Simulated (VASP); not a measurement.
## CaO: single point with PBE

Crystal: CaO.

```
Ca O
1.0
    -3.95422    3.95422    2.31705
     3.95422   -3.95422    2.31705
     3.95422    3.95422   -2.31705
Ca O
4 4
Direct
  0.85352 0.35352 0.20704
  0.14648 0.64648 0.79296
  0.35352 0.14648 0.50000
  0.64648 0.85352 0.50000
  0.85352 0.64648 0.50000
  0.14648 0.35352 0.50000
  0.35352 0.85352 0.20704
  0.64648 0.14648 0.79296
```

The cell was built from a structure type or drawn by symmetry, and may not be a known phase.

- Program: VASP 6.6.1
- Task: single point
- Functional: PBE
- Potentials or basis: VASP PAW PBE potentials, release 64 (Ca_sv, O)
- Cutoff: 520 eV
- k mesh: 4 × 4 × 4
- Occupations: gaussian, width 0.1 eV
- Spin: no spin polarisation
- Dipole correction: no
- Further INCAR settings: ALGO = Normal; EDIFF = 1e-06; NBANDS = 42

| Quantity | Value |
| --- | --- |
| Pressure | 4.1 GPa |
| Largest force | 0.290 eV/Å |
| Band gap on the k mesh | 2.36 eV |

Forces on the atoms (eV/Å):
```
Ca  -0.205 -0.205  0.000
Ca   0.205  0.205  0.000
Ca   0.205 -0.205  0.000
Ca  -0.205  0.205  0.000
O    0.045 -0.045  0.000
O   -0.045  0.045  0.000
O   -0.045 -0.045  0.000
O    0.045  0.045  0.000
```

Stress tensor (GPa, compression positive):
```
2.60 0.00 0.00
0.00 2.60 0.00
0.00 0.00 7.06
```

Levels at points of the mesh, in eV from the valence-band top:
```tsv
k point	band 29	band 30	band 31	band 32	band 33	band 34	band 35	band 36
(0.00, 0.00, 0.00)	-0.72	-0.72	-0.41	0.00	2.36	4.35	5.66	5.86
(0.50, 0.00, 0.00)	-1.08	-1.08	-0.85	-0.85	4.58	4.58	6.25	6.25
(0.50, 0.50, 0.00)	-0.71	-0.55	-0.40	-0.30	3.86	4.85	4.92	5.06
(0.50, 0.50, 0.50)	-0.57	-0.41	-0.41	-0.26	3.59	3.95	5.78	6.15
```

It took 63 s on 1 thread of Intel(R) Xeon(R) 6975P-C (Granite Rapids) (shared host), peak memory 0.34 GiB.

Caveat: the cell stands under pressure.
